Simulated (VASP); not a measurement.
# AlP (F-43m) in VASP: further runs

Aim: see how the results for AlP move with the level of theory and the settings. Levels: r2SCAN, PBE. Tasks: single point.

Everything below comes from runs of VASP 6.6.1. Logs are shortened: lines on timing, memory, paths and dates and some standing lists are left out, and cuts for length are marked.

### Step 1. The cell of the first run

The structure is cubic, space group F-43m (No. 216). The conventional cell has a = 5.367 Å, b = 5.367 Å, c = 5.367 Å, α = 90.00°, β = 90.00°, γ = 90.00°. Al (site symmetry -43m) has 4 P at 2.32 Å within 3.1 Å. P (site symmetry -43m) has 4 Al at 2.32 Å within 3.1 Å.

### Step 2. Single point, r2SCAN (volume changed by -6%)

Input file POSCAR:

```
AlP
1.0
    0.0000000000      2.6833383107      2.6833383107
    2.6833383107      0.0000000000      2.6833383107
    2.6833383107      2.6833383107      0.0000000000
Al P
1 1
Direct
    0.0000000000      0.0000000000      0.0000000000
    0.2500000000      0.2500000000      0.2500000000
```

Input file INCAR.step1:

```
SYSTEM = AlP
ALGO = Normal
EDIFF = 1E-5
ENCUT = 550
GGA = PE
GGA_COMPAT = .FALSE.
ISMEAR = 0
LASPH = .TRUE.
LCHARG = .FALSE.
LREAL = .FALSE.
LWAVE = .TRUE.
NBANDS = 11
NELM = 120
PREC = Accurate
SIGMA = 0.01
```

Input file INCAR.step2:

```
SYSTEM = AlP
ALGO = Normal
EDIFF = 1E-6
ENCUT = 550
GGA_COMPAT = .FALSE.
ISIF = 2
ISMEAR = 0
ISTART = 1
LASPH = .TRUE.
LCHARG = .TRUE.
LELF = .TRUE.
LMIXTAU = .TRUE.
LREAL = .FALSE.
LVHAR = .TRUE.
LWAVE = .FALSE.
METAGGA = R2SCAN
NBANDS = 11
NELM = 120
PREC = Accurate
SIGMA = 0.01
```

Input file KPOINTS:

```
k-points
0
G
  6 6 6
  0 0 0
```

Potentials or basis: VASP PAW PBE potentials, release 64 (Al, P).

On the command line:

```bash
cat potpaw_PBE.64/Al/POTCAR potpaw_PBE.64/P/POTCAR > POTCAR
cp INCAR.step1 INCAR
mpirun -np 1 vasp_std > vasp.out
cp INCAR.step2 INCAR
mpirun -np 1 vasp_std > vasp.out
```

OUTCAR:

```text
SYSTEM = AlP
   EDIFF = 1E-6
   ENCUT = 550
   ISIF = 2
   ISMEAR = 0
   ISTART = 1
   LASPH = .TRUE.
   LREAL = .FALSE.
   METAGGA = R2SCAN
   NELM = 120
   PREC = Accurate

 ion  position               nearest neighbor table
   1  0.000  0.000  0.000-   2 2.32   2 2.32   2 2.32   2 2.32
   2  0.250  0.250  0.250-   1 2.32   1 2.32   1 2.32   1 2.32

  LATTYP: Found a face centered cubic cell.
 ALAT       =     5.3666766214

  Lattice vectors:

 A1 = (   0.0000000000,   2.6833383107,   2.6833383107)
 A2 = (   2.6833383107,   0.0000000000,   2.6833383107)
 A3 = (   2.6833383107,   2.6833383107,   0.0000000000)

Analysis of symmetry for initial positions (statically):
=====================================================================
 Subroutine PRICEL returns:
 Original cell was already a primitive cell.

 Routine SETGRP: Setting up the symmetry group for a
 face centered cubic supercell.

 Subroutine GETGRP returns: Found 24 space group operations
 (whereof 24 operations were pure point group operations)
 out of a pool of 48 trial point group operations.

The static configuration has the point symmetry T_d .

Analysis of symmetry for dynamics (positions and initial velocities):
=====================================================================
 Subroutine PRICEL returns:
 Original cell was already a primitive cell.

 Routine SETGRP: Setting up the symmetry group for a
 face centered cubic supercell.

 Subroutine GETGRP returns: Found 24 space group operations
 (whereof 24 operations were pure point group operations)
 out of a pool of 48 trial point group operations.

The dynamic configuration has the point symmetry T_d .

 Subroutine INISYM returns: Found 24 space group operations
 (whereof 24 operations are pure point group operations),
 and found     1 'primitive' translations

----------------------------------------------------------------------------------------

                                     Primitive cell

  volume of cell :      38.6417

  direct lattice vectors                    reciprocal lattice vectors
     0.000000000  2.683338311  2.683338311    -0.186335058  0.186335058  0.186335058
     2.683338311  0.000000000  2.683338311     0.186335058 -0.186335058  0.186335058
     2.683338311  2.683338311  0.000000000     0.186335058  0.186335058 -0.186335058

  length of vectors
     3.794813431  3.794813431  3.794813431     0.322741788  0.322741788  0.322741788

  position of ions in fractional coordinates (direct lattice)
     0.000000000  0.000000000  0.000000000
     0.250000000  0.250000000  0.250000000

  ion indices of the primitive-cell ions
   primitive index   ion index
                 1           1
                 2           2

----------------------------------------------------------------------------------------

 KPOINTS: k-points

Automatic generation of k-mesh.
 Grid dimensions read from file:
 generate k-points for:    6    6    6

 Generating k-lattice:

  Cartesian coordinates                     Fractional coordinates (reciprocal lattice)
    -0.031055843  0.031055843  0.031055843     0.166666667  0.000000000  0.000000000
     0.031055843 -0.031055843  0.031055843     0.000000000  0.166666667  0.000000000
     0.031055843  0.031055843 -0.031055843     0.000000000  0.000000000  0.166666667

  Length of vectors
     0.053790298  0.053790298  0.053790298

  Shift w.r.t. Gamma in fractional coordinates (k-lattice)
     0.000000000  0.000000000  0.000000000

 Subroutine IBZKPT returns following result:
 ===========================================

 Found     16 irreducible k-points:

 Following reciprocal coordinates:
            Coordinates               Weight
  0.000000  0.000000  0.000000      1.000000
  0.166667  0.000000  0.000000      8.000000
  0.333333  0.000000  0.000000      8.000000
  0.500000  0.000000  0.000000      4.000000
  0.166667  0.166667  0.000000      6.000000
  0.333333  0.166667  0.000000     24.000000
[... 8 lines left out ...]
 -0.333333  0.333333  0.166667     24.000000
 -0.333333  0.500000  0.166667     12.000000
   k-points           NKPTS =     16   k-points in BZ     NKDIM =     16   number of bands    NBANDS=     11
   number of dos      NEDOS =    301   number of ions     NIONS =      2
   total plane-waves  NPLWV =  27000
   dimension x,y,z NGX =    30 NGY =   30 NGZ =   30
   dimension x,y,z NGXF=    60 NGYF=   60 NGZF=   60
   ions per type =               1   1
   NGX,Y,Z   is equivalent  to a cutoff of  13.14, 13.14, 13.14 a.u.
   NGXF,Y,Z  is equivalent  to a cutoff of  26.29, 26.29, 26.29 a.u.
 SYSTEM =  AlP
   PREC   = accura    normal or accurate (medium, high low for compatibility)
   ISTART =      1    job   : 0-new  1-cont  2-samecut
   ICHARG =      0    charge: 1-file 2-atom 10-const
   ISPIN  =      1    spin polarized calculation?
   LNONCOLLINEAR =      F non collinear calculations
   LSORBIT =      F    spin-orbit coupling
   LASPH  =      T    aspherical Exc in radial PAW
   ENCUT  =  550.0 eV  40.42 Ry    6.36 a.u.   7.26  7.26  7.26*2*pi/ulx,y,z
   NELM   =    120;   NELMIN=  2; NELMDL=  0     # of ELM steps
   EDIFF  = 0.1E-05   stopping-criterion for ELM
   LREAL  =      F    real-space projection
   EDIFFG = 0.1E-04   stopping-criterion for IOM
   NSW    =      0    number of steps for IOM
   IBRION =     -1    ionic relax: 0-MD 1-quasi-New 2-CG
   NFREE  =      0    steps in history (QN), initial steepest desc. (CG)
   ISIF   =      2    stress and relaxation
   ISYM   =      2    0-nonsym 1-usesym 2-fastsym
   POTIM  = 0.5000    time-step for ionic-motion
   TEBEG  =    0.0;   TEEND  =   0.0 temperature during run
   PSTRESS=    0.0 pullay stress
   NELECT =       8.0000    total number of electrons
   NUPDOWN=      -1.0000    fix difference up-down
   EMIN   =  10.00;   EMAX   =-10.00  energy-range for DOS
   EFERMI =   0.00;   METHOD = LEGACY
   ISMEAR =     0;   SIGMA  =   0.01  broadening in eV -4-tet -1-fermi 0-gaus
   EFERMI_NEDOS =   21; number of points for ismear=-14 and -15
   IALGO  =     38    algorithm
   IMIX   =      4    mixing-type and parameters
     AMIX     =   0.40;   BMIX     =  1.00
     AMIX_MAG =   1.60;   BMIX_MAG =  1.00
  volume/ion in A,a.u.               =      19.32       130.38
  Fermi-wavevector in a.u.,A,eV,Ry     =   0.968470  1.830142 12.761362  0.937934
  Thomas-Fermi vector in A             =   2.098442
   LORBIT       =      0    0 simple, 1 ext, 2 COOP (PROOUT), +10 PAW based schemes
   METAGGA = R2SCAN    functional components
   LHFCALC =     F    Hartree Fock is set to
   AEXX    =    0.0000 exact exchange contribution
   IVDW    =     0    specifies the selected vdW correction
   LEPSILON=     F    determine dielectric tensor
   LRPA    =     F    only Hartree local field effects (RPA)
 non-spin polarized calculation
 Gauss-broadening in eV      SIGMA  =   0.01
  energy-cutoff  :      550.00
  volume of cell :       38.64
 maximum number of plane-waves:      1158
 NGX is ok and might be reduce to    30
   NGX = 15   NGY = 15   NGZ = 15

 number of electron       8.0000000 magnetization

 Free energy of the ion-electron system (eV)
  ---------------------------------------------------
  ext. energy  EPLUGINS =         0.00000000
  ---------------------------------------------------
  free energy    TOTEN  =       -17.16112205 eV

  energy without entropy =      -17.16112205  energy(sigma->0) =      -17.16112205

 E-fermi :   4.9458     XC(G=0):  -9.8358

 val. band max:        4.8962880241   @ k =   0.0000   0.0000   0.0000
 cond. band min:       6.7023669239   @ k =   0.5000   0.5000   0.0000
 fundamental gap:      1.8060788998
 Fermi energy:         4.9458122607

 k-point     1 :       0.0000    0.0000    0.0000
  band No.  band energies     occupation
      1      -7.4054      2.00000
      2       4.8963      2.00000
      3       4.8963      2.00000
      4       4.8963      2.00000
      5       9.3806      0.00000
      6       9.9476      0.00000
      7       9.9476      0.00000
      8       9.9476      0.00000
      9      14.2610      0.00000
     10      14.2610      0.00000
     11      16.5059      0.00000

 k-point     2 :       0.1667    0.0000    0.0000
  band No.  band energies     occupation
      1      -7.0700      2.00000
      2       2.9742      2.00000
      3       4.6355      2.00000
      4       4.6355      2.00000
      5       9.3081      0.00000
      6      10.4204      0.00000
      7      10.4204      0.00000
      8      11.5054      0.00000
      9      13.6104      0.00000
     10      13.6104      0.00000
     11      16.8418      0.00000

 k-point     3 :       0.3333    0.0000    0.0000
  band No.  band energies     occupation
      1      -6.1909      2.00000
      2       0.3005      2.00000
      3       4.2353      2.00000
      4       4.2353      2.00000
      5       8.6761      0.00000
      6      10.4060      0.00000
      7      10.4060      0.00000
      8      13.8229      0.00000
      9      14.7133      0.00000
     10      14.7133      0.00000
     11      16.4010      0.00000

 k-point     4 :       0.5000    0.0000    0.0000
  band No.  band energies     occupation
      1      -5.5266      2.00000
      2      -1.0186      2.00000
      3       4.0738      2.00000
      4       4.0738      2.00000
      5       8.4309      0.00000
      6      10.1287      0.00000
      7      10.1287      0.00000
      8      14.0093      0.00000
      9      17.2347      0.00000
     10      17.2347      0.00000
     11      18.1804      0.00000
[... 127 lines left out ...]
 k-point    14 :       0.5000    0.3333    0.1667
  band No.  band energies     occupation
      1      -5.4906      2.00000
      2       0.2617      2.00000
      3       2.0032      2.00000
      4       3.1747      2.00000
      5       9.1681      0.00000
      6      10.2647      0.00000
      7      11.0955      0.00000
      8      13.9677      0.00000
      9      15.2014      0.00000
     10      17.5847      0.00000
     11      19.5600      0.00000

 k-point    15 :      -0.3333    0.3333    0.1667
  band No.  band energies     occupation
      1      -4.9661      2.00000
      2      -0.3751      2.00000
      3       1.5185      2.00000
      4       2.7434      2.00000
      5       9.3505      0.00000
      6      10.4861      0.00000
      7      12.5459      0.00000
      8      13.2725      0.00000
      9      14.7886      0.00000
     10      18.0082      0.00000
     11      19.0712      0.00000

 k-point    16 :      -0.3333    0.5000    0.1667
  band No.  band energies     occupation
      1      -4.7374      2.00000
      2      -0.4086      2.00000
      3       1.7228      2.00000
      4       2.0022      2.00000
      5       8.5620      0.00000
      6       9.7192      0.00000
      7      13.3847      0.00000
      8      13.7454      0.00000
      9      17.4809      0.00000
     10      17.8733      0.00000
     11      19.5788      0.00000

------------------------ aborting loop because EDIFF is reached ----------------------------------------

  FORCE on cell =-STRESS in cart. coord.  units (eV):
  Direction    XX          YY          ZZ          XY          YZ          ZX
  --------------------------------------------------------------------------------------
  -------------------------------------------------------------------------------------
  Total        1.4581671      1.4581671      1.4581671     -0.0000000      0.0000000     -0.0000000
  in kB       60.4590881     60.4590881     60.4590881     -0.0000000      0.0000000     -0.0000000
  external PRESSURE =      60.4590881 kB  Pullay stress =       0.0000000 kB

 VOLUME and BASIS-vectors are now :
 -----------------------------------------------------------------------------
  energy-cutoff  :      550.00
  volume of cell :       38.64
      direct lattice vectors                 reciprocal lattice vectors
     0.000000000  2.683338311  2.683338311    -0.186335058  0.186335058  0.186335058
     2.683338311  0.000000000  2.683338311     0.186335058 -0.186335058  0.186335058
     2.683338311  2.683338311  0.000000000     0.186335058  0.186335058 -0.186335058

 POSITION                                       TOTAL-FORCE (eV/Angst)
 -----------------------------------------------------------------------------------
      0.00000      0.00000      0.00000        -0.000000     -0.000000     -0.000000
      1.34167      1.34167      1.34167         0.000000      0.000000      0.000000
 -----------------------------------------------------------------------------------
    total drift:                               -0.000000     -0.000000     -0.000000

  FREE ENERGIE OF THE ION-ELECTRON SYSTEM (eV)
  ---------------------------------------------------
  free  energy   TOTEN  =       -17.1611220494 eV

  energy  without entropy=      -17.1611220494  energy(sigma->0) =      -17.16112205
```

Run time: 26 s. Hardware: 1 thread of AMD EPYC 9R45 (Zen 5), shared host; peak memory 0.13 GiB.

Results:

```
Free energy            : -17.1611 eV
Pressure               : 6.0 GPa
Band gap on the k mesh : 1.81 eV, indirect (least direct gap 4.10 eV)
```

Caveat: the cell differs from its parent crystal (volume changed by -6%); the PAW data sets were made with another functional, which shifts forces and pressure a little.

### Step 3. Single point, PBE

This run uses another cell than the first one, of 20.55 Å³/atom, 1.064 times its volume.

Input file INCAR:

```
PREC = Accurate
ENCUT = 500
EDIFF = 1E-6
ISMEAR = 0
SIGMA = 0.01
LREAL = False
LASPH = True
NELM = 120
ALGO = Normal
ISIF = 2
LWAVE = False
LCHARG = False
GGA = PE
NBANDS = 11
GGA_COMPAT = False
```

Input file KPOINTS:

```
regular mesh
0
Gamma
  8 8 8
```

Input file POSCAR:

```
AlP
1.0
    0.0000000000      2.7392572096      2.7392572096
    2.7392572096      0.0000000000      2.7392572096
    2.7392572096      2.7392572096      0.0000000000
Al P
1 1
Direct
    0.0000000000      0.0000000000      0.0000000000
    0.2500000000      0.2500000000      0.2500000000
```

Potentials or basis: VASP PAW PBE potentials, release 64 (Al, P).

On the command line:

```bash
cat potpaw_PBE.64/Al/POTCAR potpaw_PBE.64/P/POTCAR > POTCAR
mpirun -np 1 vasp_std > vasp.out
```

Wall time 6.4 s (1 thread of AMD EPYC 9R45 (Zen 5), shared host); peak memory 0.12 GiB.

The run converged. Its results:

| Quantity | Value |
| --- | --- |
| Free energy | -10.3743 eV |
| Pressure | 1.3 GPa |
| Band gap on the k mesh | 1.60 eV, indirect (least direct gap 3.22 eV) |

Levels at points of the mesh, in eV from the valence-band top:
```tsv
k point	band 1	band 2	band 3	band 4	band 5	band 6	band 7	band 8	band 9
(0.00, 0.00, 0.00)	-11.45	0.00	0.00	0.00	3.22	4.55	4.55	4.55	8.82
(0.50, 0.00, 0.00)	-9.79	-5.48	-0.76	-0.76	2.78	4.82	4.82	8.25	11.50
(0.50, 0.50, 0.00)	-9.14	-5.27	-2.08	-2.08	1.60	2.47	10.99	10.99	11.95
```
